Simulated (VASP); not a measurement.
The system is AlFe.

```
CELL_PARAMETERS angstrom
-2.29006 2.29006 2.62892
2.29006 -2.29006 2.62892
2.29006 2.29006 -2.62892
ATOMIC_POSITIONS crystal
Al 0.50000 0.50000 0.00000
Al 0.25000 0.75000 0.50000
Fe 0.00000 0.00000 0.00000
Fe 0.75000 0.25000 0.50000
```

```yaml
Program: VASP 6.6.1
Task: relaxation of cell and atoms
Functional: PBE
Potentials_or_basis: VASP PAW PBE potentials, release 64 (Al, Fe)
Cutoff: 600 eV
k_mesh: 6 × 6 × 6
Occupations: gaussian, width 0.1 eV
Spin: collinear spin, ferromagnetic start
Starting_moments: "[0.0, 0.0, 4.0, 4.0] μB"
```

At the start: pressure -7.7 GPa; volume 13.79 Å³/atom.

Task: Where does the relaxation end?

Result: Over 6 steps the energy falls by 75.6 meV/atom and the volume is 12.66 Å³/atom (-8.2 %); space group I4_1/amd (No. 141, to 0.05 Å); moment 3.84 μB per cell.

The path:
| step | energy change (eV) | largest force (eV/Å) | pressure (GPa) | volume (Å³) |
| --- | --- | --- | --- | --- |
| 1 | 0.0000 | 0.0000 | -7.69 | 55.15 |
| 2 | -0.2041 | 0.0000 | 3.70 | 50.00 |
| 3 | -0.2042 | 0.0000 | 3.37 | 50.10 |
| 4 | -0.2833 | 0.0000 | 1.30 | 50.42 |
| 5 | -0.2997 | 0.0000 | 0.37 | 50.57 |
| 6 | -0.3025 | 0.0000 | -0.04 | 50.63 |

Final structure:
```
CELL_PARAMETERS angstrom
-2.11967 2.11967 2.81709
2.11967 -2.11967 2.81709
2.11967 2.11967 -2.81709
ATOMIC_POSITIONS crystal
Al 0.50000 0.50000 0.00000
Al 0.25000 0.75000 0.50000
Fe 0.00000 0.00000 0.00000
Fe 0.75000 0.25000 0.50000
```
